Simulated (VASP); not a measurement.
# BP (I-4m2) in VASP: notebook, part 2 of 2

VASP 6.6.1. Earlier steps stand in the parts before.

## (4) Electric field gradients, LDA (equal xx and yy strain of +3 %)

Input file INCAR:

```
ALGO = Normal
EDIFF = 1E-8
ENCUT = 520
ISIF = 2
ISMEAR = -1
LASPH = True
LCHARG = False
LEFG = True
LREAL = False
LWAVE = False
NBANDS = 11
NELM = 80
PREC = Accurate
SIGMA = 0.05
```

Input file KPOINTS:

```
k-points
0
Gamma
  15 15 15
```

Input file POSCAR:

```
BP
1.0
    0.0000000000      2.3370700000      2.2690000000
    2.3370700000      0.0000000000      2.2690000000
    2.3370700000      2.3370700000      0.0000000000
B P
1 1
Direct
    0.0000000000      0.0000000000      0.0000000000
    0.7500000000      0.7500000000      0.7500000000
```

Potentials or basis: VASP PAW LDA potentials, release 64 (B, P).

The run is started by

```sh
> cat potpaw_LDA.64/B/POTCAR potpaw_LDA.64/P/POTCAR > POTCAR
> mpirun -np 1 vasp_std > vasp.out
```

OUTCAR:

```text
EDIFF = 1E-8
   ENCUT = 520
   ISIF = 2
   ISMEAR = -1
   LASPH = True
   LREAL = False
   NELM = 80
   PREC = Accurate

 ion  position               nearest neighbor table
   1  0.000  0.000  0.000-   2 2.00   2 2.00   2 2.00   2 2.00
   2  0.750  0.750  0.750-   1 2.00   1 2.00   1 2.00   1 2.00

  LATTYP: Found a body centered tetragonal cell.
 ALAT       =     3.3051160902
 C/A-ratio  =     1.3730228761

  Lattice vectors:

 A1 = (   0.0000000000,  -2.3370700000,  -2.2690000000)
 A2 = (   0.0000000000,   2.3370700000,  -2.2690000000)
 A3 = (   2.3370700000,   0.0000000000,   2.2690000000)

Analysis of symmetry for initial positions (statically):
=====================================================================
 Subroutine PRICEL returns:
 Original cell was already a primitive cell.

 Routine SETGRP: Setting up the symmetry group for a
 body centered tetragonal supercell.

 Subroutine GETGRP returns: Found  8 space group operations
 (whereof  8 operations were pure point group operations)
 out of a pool of 16 trial point group operations.

The static configuration has the point symmetry D_2d.

Analysis of symmetry for dynamics (positions and initial velocities):
=====================================================================
 Subroutine PRICEL returns:
 Original cell was already a primitive cell.

 Routine SETGRP: Setting up the symmetry group for a
 body centered tetragonal supercell.

 Subroutine GETGRP returns: Found  8 space group operations
 (whereof  8 operations were pure point group operations)
 out of a pool of 16 trial point group operations.

The dynamic configuration has the point symmetry D_2d.

 Subroutine INISYM returns: Found  8 space group operations
 (whereof  8 operations are pure point group operations),
 and found     1 'primitive' translations

----------------------------------------------------------------------------------------

                                     Primitive cell

  volume of cell :      24.7861

  direct lattice vectors                    reciprocal lattice vectors
     0.000000000  2.337070000  2.269000000    -0.213943100  0.213943100  0.220361393
     2.337070000  0.000000000  2.269000000     0.213943100 -0.213943100  0.220361393
     2.337070000  2.337070000  0.000000000     0.213943100  0.213943100 -0.220361393

  length of vectors
     3.257338973  3.257338973  3.305116090     0.374302609  0.374302609  0.374302609

  position of ions in fractional coordinates (direct lattice)
     0.000000000  0.000000000  0.000000000
     0.750000000  0.750000000  0.750000000

  ion indices of the primitive-cell ions
   primitive index   ion index
                 1           1
                 2           2

----------------------------------------------------------------------------------------

 KPOINTS: k-points

Automatic generation of k-mesh.
 Grid dimensions read from file:
 generate k-points for:   15   15   15

 Generating k-lattice:

  Cartesian coordinates                     Fractional coordinates (reciprocal lattice)
[... 78 lines left out ...]
   IMIX   =      4    mixing-type and parameters
     AMIX     =   0.40;   BMIX     =  1.00
     AMIX_MAG =   1.60;   BMIX_MAG =  1.00
  volume/ion in A,a.u.               =      12.39        83.63
  Fermi-wavevector in a.u.,A,eV,Ry     =   1.122972  2.122109 17.157840  1.261066
  Thomas-Fermi vector in A             =   2.259635
   LORBIT       =      0    0 simple, 1 ext, 2 COOP (PROOUT), +10 PAW based schemes
   GGA     = CA    functional components
   LHFCALC =     F    Hartree Fock is set to
   AEXX    =    0.0000 exact exchange contribution
   IVDW    =     0    specifies the selected vdW correction
   LEPSILON=     F    determine dielectric tensor
   LRPA    =     F    only Hartree local field effects (RPA)
 non-spin polarized calculation
  energy-cutoff  :      520.00
  volume of cell :       24.79
 maximum number of plane-waves:       678
   NGX = 13   NGY = 13   NGZ = 13

 number of electron       7.9999999 magnetization

 Free energy of the ion-electron system (eV)
  ---------------------------------------------------
  ext. energy  EPLUGINS =         0.00000000
  ---------------------------------------------------
  free energy    TOTEN  =       -14.29171092 eV

  energy without entropy =      -14.29171064  energy(sigma->0) =      -14.29171078

 E-fermi :   7.2913     XC(G=0): -10.8466

 val. band max:        6.8961532317   @ k =   0.0000   0.0000   0.0000
 cond. band min:       7.7226683207   @ k =   0.4000   0.4000   0.0000
 fundamental gap:      0.8265150890
 Fermi energy:         7.2912698491

 k-point     1 :       0.0000    0.0000    0.0000
  band No.  band energies     occupation
      1      -8.1627      2.00000
      2       6.6264      2.00000
      3       6.6264      2.00000
      4       6.8962      1.99926
      5       9.9028      0.00000
      6      10.0708      0.00000
      7      10.0708      0.00000
      8      13.1908      0.00000
      9      17.5764      0.00000
     10      18.3583      0.00000
     11      19.0720      0.00000
[... 309 lines left out ...]
 k-point    24 :       0.2000    0.1333    0.0000
  band No.  band energies     occupation
      1      -7.4579      2.00000
      2       4.1835      2.00000
      3       4.9865      2.00000
      4       5.4607      2.00000
      5       9.1701      0.00000
      6      12.1281      0.00000
      7      12.2990      0.00000
      8      13.5049      0.00000
      9      17.2972      0.00000
     10      18.8963      0.00000
     11      19.6019      0.00000

 [... further k-points ...]

------------------------ aborting loop because EDIFF is reached ----------------------------------------

  FORCE on cell =-STRESS in cart. coord.  units (eV):
  Direction    XX          YY          ZZ          XY          YZ          ZX
  --------------------------------------------------------------------------------------
  -------------------------------------------------------------------------------------
  Total       -2.4583487     -2.4583487     -1.3434373      0.0000000      0.0000000     -0.0000000
  in kB     -158.9081394   -158.9081394    -86.8400454      0.0000000      0.0000000     -0.0000000
  external PRESSURE =    -134.8854414 kB  Pullay stress =       0.0000000 kB

 VOLUME and BASIS-vectors are now :
 -----------------------------------------------------------------------------
  energy-cutoff  :      520.00
  volume of cell :       24.79
      direct lattice vectors                 reciprocal lattice vectors
     0.000000000  2.337070000  2.269000000    -0.213943100  0.213943100  0.220361393
     2.337070000  0.000000000  2.269000000     0.213943100 -0.213943100  0.220361393
     2.337070000  2.337070000  0.000000000     0.213943100  0.213943100 -0.220361393

 POSITION                                       TOTAL-FORCE (eV/Angst)
 -----------------------------------------------------------------------------------
      0.00000      0.00000      0.00000         0.000000      0.000000      0.000000
      3.50561      3.50561      3.40350        -0.000000     -0.000000     -0.000000
 -----------------------------------------------------------------------------------
    total drift:                                0.000000      0.000000      0.000000

  FREE ENERGIE OF THE ION-ELECTRON SYSTEM (eV)
  ---------------------------------------------------
  free  energy   TOTEN  =       -14.2917109202 eV

  energy  without entropy=      -14.2917106438  energy(sigma->0) =      -14.29171078

 Electric field gradients (V/A^2)
---------------------------------------------------------------------
 ion       V_xx      V_yy      V_zz      V_xy      V_xz      V_yz
---------------------------------------------------------------------
   1       0.029     0.029    -0.058    -0.000    -0.000    -0.000
   2       0.716     0.716    -1.433    -0.000    -0.000    -0.000
---------------------------------------------------------------------

 Electric field gradients after diagonalization (V/A^2)
 (convention: |V_zz| > |V_xx| > |V_yy|)
----------------------------------------------------------------------
 ion       V_xx      V_yy      V_zz     asymmetry (V_yy - V_xx)/ V_zz
----------------------------------------------------------------------
   1       0.029     0.029    -0.058       0.000
   2       0.717     0.716    -1.433       0.000
----------------------------------------------------------------------

           NMR quadrupolar parameters

 Cq : quadrupolar parameter    Cq=e*Q*V_zz/h
 eta: asymmetry parameters     (V_yy - V_xx)/ V_zz
 Q  : nuclear electric quadrupole moment in mb (millibarn)
----------------------------------------------------------------------
 ion       Cq(MHz)       eta       Q (mb)
----------------------------------------------------------------------
   1      -0.000       0.000       1.000
   2      -0.003       0.000       1.000
----------------------------------------------------------------------
```

Run time: 41 s. Hardware: 1 thread of Intel Xeon 6975P-C, shared host; peak memory 0.19 GiB.

What came out:

```yaml
Free_energy: -14.2917 eV
Pressure: -13.5 GPa
Band_gap_on_the_k_mesh: 0.83 eV, indirect (least direct gap 3.01 eV)
```

Stress tensor (GPa, compression positive):
```
-15.89   0.00   0.00
  0.00 -15.89   0.00
  0.00   0.00  -8.68
```

Levels at points of the mesh, in eV from the valence-band top:
```tsv
k point	band 1	band 2	band 3	band 4	band 5	band 6	band 7	band 8
(0.00, 0.00, 0.00)	-15.06	-0.27	-0.27	0.00	3.01	3.17	3.17	6.29
```

Electric field gradients, principal values (V/Å²):
| atom | least | middle | greatest (by size) |
| --- | --- | --- | --- |
| 1 B | 0.029 | 0.029 | -0.058 |
| 2 P | 0.716 | 0.717 | -1.433 |

Caveat: the cell differs from its parent crystal (equal xx and yy strain of +3 %); without QUAD_EFG the Cq values of the log hold for a quadrupole moment of 1 mb, not for the nuclei.

## (5) Electric field gradients, LDA (zz strain of +1 %)

Input file INCAR:

```
SYSTEM = BP
  PREC = Accurate
  ENCUT = 520
  EDIFF = 1E-8
  ISMEAR = -1
  SIGMA = 0.05
  LREAL = .False.
  LASPH = .True.
  NELM = 60
  ALGO = Normal
  ISIF = 2
  LWAVE = .False.
  LCHARG = .False.
  LEFG = .True.
  NBANDS = 11
```

Input file KPOINTS:

```
regular mesh
0
Gamma
  15 15 15
  0 0 0
```

Input file POSCAR:

```
BP
1.0
    0.0000000000      2.2690000000      2.2916900000
    2.2690000000      0.0000000000      2.2916900000
    2.2690000000      2.2690000000      0.0000000000
B P
1 1
Direct
    0.0000000000      0.0000000000      0.0000000000
    0.7500000000      0.7500000000      0.7500000000
```

Potentials or basis: VASP PAW LDA potentials, release 64 (B, P).

The run is started by

```sh
> cat potpaw_LDA.64/B/POTCAR potpaw_LDA.64/P/POTCAR > POTCAR
> mpirun -np 1 vasp_std > vasp.out
```

OUTCAR:

```text
SYSTEM = BP
   PREC = Accurate
   ENCUT = 520
   EDIFF = 1E-8
   ISMEAR = -1
   LREAL = .False.
   LASPH = .True.
   NELM = 60
   ISIF = 2

 ion  position               nearest neighbor table
   1  0.000  0.000  0.000-   2 1.97   2 1.97   2 1.97   2 1.97
   2  0.750  0.750  0.750-   1 1.97   1 1.97   1 1.97   1 1.97

  LATTYP: Found a body centered tetragonal cell.
 ALAT       =     3.2088505730
 C/A-ratio  =     1.4283556980

  Lattice vectors:

[... 547 lines left out ...]

  FREE ENERGIE OF THE ION-ELECTRON SYSTEM (eV)
  ---------------------------------------------------
  free  energy   TOTEN  =       -14.3774006185 eV

  energy  without entropy=      -14.3774005713  energy(sigma->0) =      -14.37740059

 Electric field gradients (V/A^2)
---------------------------------------------------------------------
 ion       V_xx      V_yy      V_zz      V_xy      V_xz      V_yz
---------------------------------------------------------------------
   1      -0.027    -0.027     0.054     0.000     0.000     0.000
   2      -0.254    -0.254     0.508    -0.000    -0.000    -0.000
---------------------------------------------------------------------

 Electric field gradients after diagonalization (V/A^2)
 (convention: |V_zz| > |V_xx| > |V_yy|)
----------------------------------------------------------------------
 ion       V_xx      V_yy      V_zz     asymmetry (V_yy - V_xx)/ V_zz
----------------------------------------------------------------------
   1      -0.027    -0.027     0.054       0.001
   2      -0.254    -0.254     0.508       0.001
----------------------------------------------------------------------

           NMR quadrupolar parameters

 Cq : quadrupolar parameter    Cq=e*Q*V_zz/h
 eta: asymmetry parameters     (V_yy - V_xx)/ V_zz
 Q  : nuclear electric quadrupole moment in mb (millibarn)
----------------------------------------------------------------------
 ion       Cq(MHz)       eta       Q (mb)
----------------------------------------------------------------------
   1       0.000       0.001       1.000
   2       0.001       0.001       1.000
----------------------------------------------------------------------
```

OSZICAR:

```text
N       E                     dE             d eps       ncg     rms          rms(c)
DAV:   1     0.784926430528E+01    0.78493E+01   -0.40170E+03  6352   0.654E+02
DAV:   2    -0.145400656668E+02   -0.22389E+02   -0.21372E+02  8436   0.110E+02
DAV:   3    -0.151766200593E+02   -0.63655E+00   -0.63503E+00  8019   0.162E+01
DAV:   4    -0.151791743482E+02   -0.25543E-02   -0.25540E-02  7228   0.121E+00
DAV:   5    -0.151791886908E+02   -0.14343E-04   -0.14342E-04  7872   0.903E-02    0.723E+00
DAV:   6    -0.144987591447E+02    0.68043E+00   -0.15758E+00  7197   0.533E+00    0.381E+00
DAV:   7    -0.143899505706E+02    0.10881E+00   -0.23978E-01  7942   0.245E+00    0.127E+00
DAV:   8    -0.143773631174E+02    0.12587E-01   -0.30628E-02  7415   0.932E-01    0.214E-01
DAV:   9    -0.143774025355E+02   -0.39418E-04   -0.80302E-04  7335   0.196E-01    0.148E-01
DAV:  10    -0.143773988120E+02    0.37236E-05   -0.13003E-04  6981   0.648E-02    0.338E-02
DAV:  11    -0.143774011157E+02   -0.23037E-05   -0.66114E-06  7810   0.133E-02    0.383E-02
DAV:  12    -0.143774006154E+02    0.50029E-06   -0.25685E-06  7177   0.656E-03    0.114E-02
DAV:  13    -0.143774006267E+02   -0.11274E-07   -0.99900E-08  7623   0.191E-03    0.780E-03
DAV:  14    -0.143774006185E+02    0.82198E-08   -0.26241E-08  4040   0.701E-04
   1 F= -.14377401E+02 E0= -.14377401E+02  d E =-.471264E-07
```

Run time: 18 s. Hardware: 1 thread of Intel Xeon 6975P-C (Granite Rapids), shared host; peak memory 0.17 GiB.

What came out:

```yaml
Free_energy: -14.3774 eV
Pressure: -6.8 GPa
Band_gap_on_the_k_mesh: 1.12 eV, indirect (least direct gap 3.31 eV)
```

Stress tensor (GPa, compression positive):
```
-5.95  0.00  0.00
 0.00 -5.95  0.00
 0.00  0.00 -8.62
```

Electric field gradients, principal values (V/Å²):
| atom | least | middle | greatest (by size) |
| --- | --- | --- | --- |
| 1 B | -0.027 | -0.027 | 0.054 |
| 2 P | -0.254 | -0.254 | 0.508 |

Caveat: the cell differs from its parent crystal (zz strain of +1 %); without QUAD_EFG the Cq values of the log hold for a quadrupole moment of 1 mb, not for the nuclei.

## (6) The runs side by side

```csv
cell,gap on the mesh (eV),pressure (GPa)
"a = 3.161, b = 3.161, c = 3.113 Å, angles 60.5, 60.5, 59.0°, 2 atoms",0.88,5.3
"a = 3.257, b = 3.257, c = 3.305 Å, angles 59.5, 59.5, 61.0°, 2 atoms",0.83,-13.5
"a = 3.225, b = 3.225, c = 3.209 Å, angles 60.2, 60.2, 59.7°, 2 atoms",1.12,-6.8
```

Alike in all rows: task electric field gradients; level LDA; potentials or basis VASP PAW LDA potentials, release 64 (B, P); no spin polarisation; k mesh 15 × 15 × 15; cutoff (eV) 520; smearing fermi-dirac 0.05 eV.

Total energies depend on the potentials used, so only differences within one code and one set of settings carry meaning.
